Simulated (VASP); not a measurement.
# As (P-1) in VASP: a series of runs

As is run at these levels: r2SCAN-based global hybrid, PBE; tasks: single point.

All numbers are computed with VASP 6.6.1; they aren't measurements. Logs are shortened: lines on timing, memory, paths and dates and some standing lists are left out, and cuts for length are marked.

## (1) The cell of the first run

The typed cell holds 1 atom: a = 2.999 Å, b = 2.598 Å, c = 2.582 Å, α = 78.73°, β = 76.84°, γ = 93.49°.

## (2) Single point, r2SCAN-based global hybrid

POSCAR

```
As
1.0
    2.9794804000     -0.1006165900      0.3237709600
   -0.1006165900      2.5830128800      0.2618843200
    0.3237709600      0.2618843200      2.5485519600
As
1
Direct
    0.5000000000      0.5000000000      0.5000000000
```

INCAR.step1

```
SYSTEM = As
ALGO     = Normal         ! electronic algorithm
EDIFF    = 1E-5           ! SCF threshold, eV
ENCUT    = 520            ! plane-wave cutoff, eV
GGA      = PE             ! functional
ISIF     = 2              ! what is computed and relaxed
ISMEAR   = -1             ! smearing method
LASPH    = .TRUE.         ! aspherical terms in the spheres
LREAL    = .FALSE.        ! projectors in reciprocal space
LWAVE    = .TRUE.         ! write WAVECAR
NBANDS   = 8              ! bands
NELM     = 80             ! most SCF steps
PREC     = Accurate       ! precision mode
SIGMA    = 0.05           ! smearing width, eV
```

INCAR.step2

```
SYSTEM = As
AEXX     = 0.25           ! exact-exchange fraction
ALGO     = Normal         ! electronic algorithm
EDIFF    = 1E-6           ! SCF threshold, eV
ENCUT    = 520            ! plane-wave cutoff, eV
ISIF     = 2              ! what is computed and relaxed
ISMEAR   = -1             ! smearing method
ISTART   = 1            
LASPH    = .TRUE.         ! aspherical terms in the spheres
LCHARG   = .TRUE.         ! write CHGCAR
LELF     = .TRUE.         ! ELF
LHFCALC  = .TRUE.         ! exact exchange
LMIXTAU  = .TRUE.       
LREAL    = .FALSE.        ! projectors in reciprocal space
LVHAR    = .TRUE.       
LWAVE    = .FALSE.        ! write WAVECAR
METAGGA  = R2SCAN         ! meta-GGA
NBANDS   = 8              ! bands
NELM     = 80             ! most SCF steps
PREC     = Accurate       ! precision mode
PRECFOCK = Normal       
SIGMA    = 0.05           ! smearing width, eV
```

KPOINTS

```
k-points
0
G
  5 6 6
  0 0 0
```

Potentials or basis: VASP PAW PBE potentials, release 64 (As).

Launch:

```console
$ cat potpaw_PBE.64/As/POTCAR > POTCAR
$ cp INCAR.step1 INCAR
$ mpirun -np 1 vasp_std > vasp.out
$ cp INCAR.step2 INCAR
$ mpirun -np 1 vasp_std > vasp.out
```

OUTCAR:

```text
SYSTEM = As
   AEXX = 0.25
   EDIFF = 1E-6
   ENCUT = 520
   ISIF = 2
   ISMEAR = -1
   ISTART = 1
   LASPH = .TRUE.
   LHFCALC = .TRUE.
   LREAL = .FALSE.
   METAGGA = R2SCAN
   NELM = 80
   PREC = Accurate
   PRECFOCK = Normal

 ion  position               nearest neighbor table
   1  0.500  0.500  0.500-

  LATTYP: Found a triclinic cell.
 ALAT       =     5.6561247992
 B/A-ratio  =     0.6800035884
 C/A-ratio  =     0.9385301920
 COS(alpha) =     0.0061830983
 COS(beta)  =     0.5422128882
 COS(gamma) =     0.8271459042

  Lattice vectors:

 A1 = (   2.4544762600,   4.8035248500,  -1.7010123600)
 A2 = (   2.8788638100,   2.4823962900,   0.5856552800)
 A3 = (  -0.7481585100,   2.0592442400,  -4.8352196000)

Analysis of symmetry for initial positions (statically):
=====================================================================
 Subroutine PRICEL returns:
 Original cell was already a primitive cell.

 Routine SETGRP: Setting up the symmetry group for a
 triclinic supercell.

 Subroutine GETGRP returns: Found  2 space group operations
 (whereof  2 operations were pure point group operations)
 out of a pool of  2 trial point group operations.

The static configuration has the point symmetry S_2 .

Analysis of symmetry for dynamics (positions and initial velocities):
=====================================================================
 Subroutine PRICEL returns:
 Original cell was already a primitive cell.

 Routine SETGRP: Setting up the symmetry group for a
 triclinic supercell.

 Subroutine GETGRP returns: Found  2 space group operations
 (whereof  2 operations were pure point group operations)
 out of a pool of  2 trial point group operations.

The dynamic configuration has the point symmetry S_2 .

 Subroutine INISYM returns: Found  2 space group operations
 (whereof  2 operations are pure point group operations),
 and found     1 'primitive' translations

----------------------------------------------------------------------------------------

                                     Primitive cell

  volume of cell :      19.0958

  direct lattice vectors                    reciprocal lattice vectors
     2.979480400 -0.100616590  0.323770960     0.341141460  0.017868729 -0.045175158
    -0.100616590  2.583012880  0.261884320     0.017868729  0.392156622 -0.042567327
     0.323770960  0.261884320  2.548551960    -0.045175158 -0.042567327  0.402492920

  length of vectors
     2.998708853  2.598203732  2.582349342     0.344583201  0.394864642  0.407250934

  position of ions in fractional coordinates (direct lattice)
     0.500000000  0.500000000  0.500000000

  ion indices of the primitive-cell ions
   primitive index   ion index
                 1           1

----------------------------------------------------------------------------------------

 KPOINTS: k-points

Automatic generation of k-mesh.
 Grid dimensions read from file:
 generate k-points for:    5    6    6

 Generating k-lattice:

  Cartesian coordinates                     Fractional coordinates (reciprocal lattice)
     0.068228292  0.003573746 -0.009035032     0.200000000  0.000000000 -0.000000000
     0.002978121  0.065359437 -0.007094555     0.000000000  0.166666667  0.000000000
    -0.007529193 -0.007094555  0.067082153     0.000000000  0.000000000  0.166666667

  Length of vectors
     0.068916640  0.065810774  0.067875156

  Shift w.r.t. Gamma in fractional coordinates (k-lattice)
     0.000000000  0.000000000  0.000000000

 Subroutine IBZKPT returns following result:
 ===========================================

 Found     92 irreducible k-points:

 Following reciprocal coordinates:
            Coordinates               Weight
  0.000000  0.000000  0.000000      1.000000
  0.200000  0.000000  0.000000      2.000000
  0.400000 -0.000000  0.000000      2.000000
 -0.000000  0.166667  0.000000      2.000000
  0.200000  0.166667  0.000000      2.000000
  0.400000  0.166667  0.000000      2.000000
[... 16 lines left out ...]
  0.200000  0.166667  0.166667      2.000000
  0.400000  0.166667  0.166667      2.000000
 [... further k-points ...]
   k-points           NKPTS =     92   k-points in BZ     NKDIM =    180   number of bands    NBANDS=      8
   number of dos      NEDOS =    301   number of ions     NIONS =      1
   total plane-waves  NPLWV =   9600
   dimension x,y,z NGX =    24 NGY =   20 NGZ =   20
   dimension x,y,z NGXF=    48 NGYF=   40 NGZF=   40
   ions per type =               1
   NGX,Y,Z   is equivalent  to a cutoff of  13.31, 12.80, 12.88 a.u.
   NGXF,Y,Z  is equivalent  to a cutoff of  26.61, 25.59, 25.75 a.u.
 SYSTEM =  As
   PREC   = accura    normal or accurate (medium, high low for compatibility)
   ISTART =      1    job   : 0-new  1-cont  2-samecut
   ICHARG =      0    charge: 1-file 2-atom 10-const
   ISPIN  =      1    spin polarized calculation?
   LNONCOLLINEAR =      F non collinear calculations
   LSORBIT =      F    spin-orbit coupling
   LASPH  =      T    aspherical Exc in radial PAW
   ENCUT  =  520.0 eV  38.22 Ry    6.18 a.u.   5.58  4.83  4.80*2*pi/ulx,y,z
   NELM   =     80;   NELMIN=  2; NELMDL=  0     # of ELM steps
   EDIFF  = 0.1E-05   stopping-criterion for ELM
   LREAL  =      F    real-space projection
   EDIFFG = 0.1E-04   stopping-criterion for IOM
   NSW    =      0    number of steps for IOM
   IBRION =     -1    ionic relax: 0-MD 1-quasi-New 2-CG
   NFREE  =      0    steps in history (QN), initial steepest desc. (CG)
   ISIF   =      2    stress and relaxation
   ISYM   =      3    0-nonsym 1-usesym 2-fastsym
   POTIM  = 0.5000    time-step for ionic-motion
   TEBEG  =    0.0;   TEEND  =   0.0 temperature during run
   PSTRESS=    0.0 pullay stress
   NELECT =       5.0000    total number of electrons
   NUPDOWN=      -1.0000    fix difference up-down
   EMIN   =  10.00;   EMAX   =-10.00  energy-range for DOS
   EFERMI =   0.00;   METHOD = LEGACY
   ISMEAR =    -1;   SIGMA  =   0.05  broadening in eV -4-tet -1-fermi 0-gaus
   EFERMI_NEDOS =   21; number of points for ismear=-14 and -15
   IALGO  =     38    algorithm
   IMIX   =      1    mixing-type and parameters
     AMIX     =   0.40;   BMIX     =  1.00
     AMIX_MAG =   1.60;   BMIX_MAG =  1.00
  volume/ion in A,a.u.               =      19.10       128.86
  Fermi-wavevector in a.u.,A,eV,Ry     =   1.047335  1.979177 14.924385  1.096911
  Thomas-Fermi vector in A             =   2.182211
   LORBIT       =      0    0 simple, 1 ext, 2 COOP (PROOUT), +10 PAW based schemes
   METAGGA = R2SCAN    functional components
   LHFCALC =     T    Hartree Fock is set to
   PRECFOCK=normal    Normal, Fast or Accurate (Low or Medium for compatibility)
   ENCUT4O =  -1.0   cutoff for four orbital integrals eV
   NKREDX  =     1    reduce k-point grid by
   NKREDY  =     1    reduce k-point grid by
   NKREDZ  =     1    reduce k-point grid by
   AEXX    =    0.2500 exact exchange contribution
   HFSCREEN=    0.0000 screening length (either q_TF or 0.3 A-1)
   HFSCREENC=   0.0000 screening length for correlation (either q_TF or 0.3 A-1)
   ENCUTFOCK=  -1.0 apply spherical cutoff to Coloumb kernel
   IVDW    =     0    specifies the selected vdW correction
   LEPSILON=     F    determine dielectric tensor
   LRPA    =     F    only Hartree local field effects (RPA)
 non-spin polarized calculation
  energy-cutoff  :      520.00
  volume of cell :       19.10
 maximum number of plane-waves:       526
 NGX is ok and might be reduce to    24
  NGX = 18; NGY = 16; NGZ = 16

 number of electron       5.0000000 magnetization

 Free energy of the ion-electron system (eV)
  ---------------------------------------------------
  ext. energy  EPLUGINS =         0.00000000
  ---------------------------------------------------
  free energy    TOTEN  =       -13.40843344 eV

  energy without entropy =      -13.40842765  energy(sigma->0) =      -13.40843054

 E-fermi :   6.1001     XC(G=0):  -8.7028

 val. band max:        5.6591900820   @ k =   0.4000  -0.3333   0.3333
 cond. band min:       6.5674410991   @ k =   0.4000   0.5000   0.3333
 fundamental gap:      0.9082510171
 Fermi energy:         6.1000622647

 k-point     1 :       0.0000    0.0000    0.0000
  band No.  band energies     occupation
      1     -11.9779      2.00000
      2       8.1916      0.00000
      3      13.2812      0.00000
      4      13.9689      0.00000
      5      14.9570      0.00000
      6      18.0274      0.00000
      7      21.3229      0.00000
      8      28.1004      0.00000

 k-point     2 :       0.2000    0.0000    0.0000
  band No.  band energies     occupation
      1     -11.3580      2.00000
      2       2.8865      2.00000
      3      13.4266      0.00000
      4      14.8873      0.00000
      5      18.4119      0.00000
      6      19.3757      0.00000
      7      22.2213      0.00000
      8      25.5527      0.00000

 k-point     3 :       0.4000   -0.0000    0.0000
  band No.  band energies     occupation
      1      -9.9343      2.00000
      2      -1.6886      2.00000
      3      13.6932      0.00000
      4      15.1781      0.00000
      5      18.5128      0.00000
      6      21.5213      0.00000
      7      24.9581      0.00000
      8      26.8738      0.00000

 k-point     4 :      -0.0000    0.1667    0.0000
  band No.  band energies     occupation
      1     -11.2859      2.00000
      2       7.8852      0.00000
      3       8.8288      0.00000
      4      14.6536      0.00000
      5      14.8299      0.00000
      6      20.9533      0.00000
      7      24.1869      0.00000
      8      26.4494      0.00000

 k-point     5 :       0.2000    0.1667    0.0000
  band No.  band energies     occupation
      1     -10.5562      2.00000
      2       3.0562      2.00000
      3       7.9731      0.00000
      4      14.1543      0.00000
      5      20.4740      0.00000
      6      22.0019      0.00000
      7      24.8695      0.00000
      8      26.9099      0.00000
[... 177 lines left out ...]
 k-point    22 :       0.0000    0.1667    0.1667
  band No.  band energies     occupation
      1     -10.8254      2.00000
      2       8.6539      0.00000
      3       9.6469      0.00000
      4      11.1648      0.00000
      5      15.4291      0.00000
      6      20.6112      0.00000
      7      23.2527      0.00000
      8      23.6945      0.00000

 k-point    23 :       0.2000    0.1667    0.1667
  band No.  band energies     occupation
      1     -10.3659      2.00000
      2       4.7674      2.00000
      3       9.2227      0.00000
      4      12.1563      0.00000
      5      18.8949      0.00000
      6      21.0477      0.00000
      7      21.7458      0.00000
      8      23.8187      0.00000

 k-point    24 :       0.4000    0.1667    0.1667
  band No.  band energies     occupation
      1      -8.9739      2.00000
      2      -0.1273      2.00000
      3       9.6762      0.00000
      4      12.0198      0.00000
      5      20.7510      0.00000
      6      21.5230      0.00000
      7      23.8164      0.00000
      8      24.0112      0.00000

 [... further k-points ...]
[... 5 lines left out ...]
  --------------------------------------------------------------------------------------
  -------------------------------------------------------------------------------------
  Total       -1.0613681      0.5802320      1.2712706      0.0849042     -0.9818370     -0.5266821
  in kB      -89.0511280     48.6827473    106.6624101      7.1236528    -82.3782927    -44.1897949
  external PRESSURE =      22.0980098 kB  Pullay stress =       0.0000000 kB

 VOLUME and BASIS-vectors are now :
 -----------------------------------------------------------------------------
  energy-cutoff  :      520.00
  volume of cell :       19.10
      direct lattice vectors                 reciprocal lattice vectors
     2.979480400 -0.100616590  0.323770960     0.341141460  0.017868729 -0.045175158
    -0.100616590  2.583012880  0.261884320     0.017868729  0.392156622 -0.042567327
     0.323770960  0.261884320  2.548551960    -0.045175158 -0.042567327  0.402492920

 POSITION                                       TOTAL-FORCE (eV/Angst)
 -----------------------------------------------------------------------------------
      1.60132      1.37214      1.56710         0.000000      0.000000      0.000000
 -----------------------------------------------------------------------------------
    total drift:                               -0.000000      0.000000     -0.000000

  FREE ENERGIE OF THE ION-ELECTRON SYSTEM (eV)
  ---------------------------------------------------
  free  energy   TOTEN  =       -13.4084334404 eV

  energy  without entropy=      -13.4084276489  energy(sigma->0) =      -13.40843054
```

Run time: 8.1 min. Hardware: 1 thread of Intel Xeon 6975P-C (Granite Rapids), shared host; peak memory 0.15 GiB.

What came out:

```
Free energy : -13.4084 eV
Pressure    : 2.2 GPa
```

Levels at points of the mesh, in eV from the Fermi level:
| k point | band 1 | band 2 | band 3 | band 4 | band 5 | band 6 | band 7 |
| --- | --- | --- | --- | --- | --- | --- | --- |
| (0.00, 0.00, 0.00) | -18.08 | 2.09 | 7.18 | 7.87 | 8.86 | 11.93 | 15.22 |
| (0.00, 0.50, 0.00) | -13.35 | -8.83 | 5.12 | 9.43 | 11.13 | 14.03 | 15.51 |
| (0.00, 0.00, 0.50) | -12.89 | -8.73 | 3.56 | 8.63 | 8.82 | 13.55 | 17.77 |
| (0.00, 0.50, 0.50) | -8.80 | -6.92 | -2.70 | 4.88 | 7.00 | 13.61 | 15.06 |

Caveat: the k points lie up to 0.43 Å⁻¹ apart; the PAW data sets were made with another functional, which shifts forces and pressure a little.

## (3) Single point, PBE

INCAR

```
SYSTEM = As
  PREC = Accurate
  ENCUT = 520
  EDIFF = 1E-6
  ISMEAR = -1
  SIGMA = 0.05
  LREAL = .False.
  LASPH = .True.
  NELM = 80
  ALGO = Normal
  ISIF = 2
  LWAVE = .False.
  LCHARG = .False.
  GGA = PE
  NBANDS = 8
```

KPOINTS

```
Automatic mesh
0
Gamma
  9 10 11
  0 0 0
```

POSCAR is that of step 2.

Potentials or basis: VASP PAW PBE potentials, release 64 (As).

Launch:

```console
$ cat potpaw_PBE.64/As/POTCAR > POTCAR
$ mpirun -np 1 vasp_std > vasp.out
```

Run time: 15 s. Hardware: 1 thread of Intel Xeon 6975P-C (Granite Rapids), shared host; peak memory 0.18 GiB.

Results (log left out):

```
Free energy : -4.2572 eV
Pressure    : 7.7 GPa
```

Stress tensor (GPa, compression positive):
```
-4.61 -0.22 -2.31
-0.22 13.16 -5.69
-2.31 -5.69 14.67
```

Levels at points of the mesh, in eV from the Fermi level:
```tsv
k point	band 1	band 2	band 3	band 4	band 5	band 6	band 7	band 8
(0.00, 0.00, 0.00)	-15.35	1.48	5.85	6.70	7.32	10.50	13.22	19.85
(0.00, 0.50, 0.00)	-11.22	-7.24	4.02	7.84	9.72	12.43	13.51	14.60
```
